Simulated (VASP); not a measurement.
Write the native input for VASP 6.6.1 that does the following.

```
Task                   : single point
Functional             : PBE
Potentials or basis    : VASP PAW PBE potentials, release 64 (Ta_pv, N)
Cutoff                 : 520 eV
k mesh                 : 10 × 10 × 6
Occupations            : fermi-dirac, width 0.05 eV
Spin                   : no spin polarisation
Dipole correction      : no
Further INCAR settings : ALGO = Normal; EDIFF = 1e-07; NBANDS = 20
```

The structure of Ta2N lies in POSCAR:

```
Ta2N
1.0
    3.0919691885      0.0000000000      0.0000000000
   -1.5459845943      2.6777238649      0.0000000000
    0.0000000000      0.0000000000      4.8371565186
Ta N
2 1
Direct
    0.3333333333      0.6666666667      0.2547110000
    0.6666666667      0.3333333333      0.7452890000
    0.0000000000      0.0000000000      0.0000000000
```

The input as run:

INCAR

```
  ALGO = Normal
  EDIFF = 1E-7
  ENCUT = 520
  GGA = PE
  ISIF = 2
  ISMEAR = -1
  LASPH = T
  LCHARG = T
  LELF = T
  LREAL = F
  LVHAR = T
  LWAVE = F
  NBANDS = 20
  NELM = 100
  PREC = Accurate
  SIGMA = 0.05
```

KPOINTS

```
k-points
0
Gamma
  10 10 6
```

Potentials or basis: VASP PAW PBE potentials, release 64 (Ta_pv, N).

Command:

```sh
$ cat potpaw_PBE.64/Ta_pv/POTCAR potpaw_PBE.64/N/POTCAR > POTCAR
$ mpirun -np 1 vasp_std > vasp.out
```

Results of the run:

```
Pressure               : 5.0 GPa
Largest force          : 0.145 eV/Å
Band gap on the k mesh : zero (an odd number of electrons rules out a gap without spin polarisation)
```

Caveat: the cell stands under pressure; spin-orbit coupling is left out, which moves the levels of the heavy elements.

It took 21 s on 1 thread of Intel(R) Xeon(R) 6975P-C (Granite Rapids), on a shared host, peak memory 0.18 GiB.
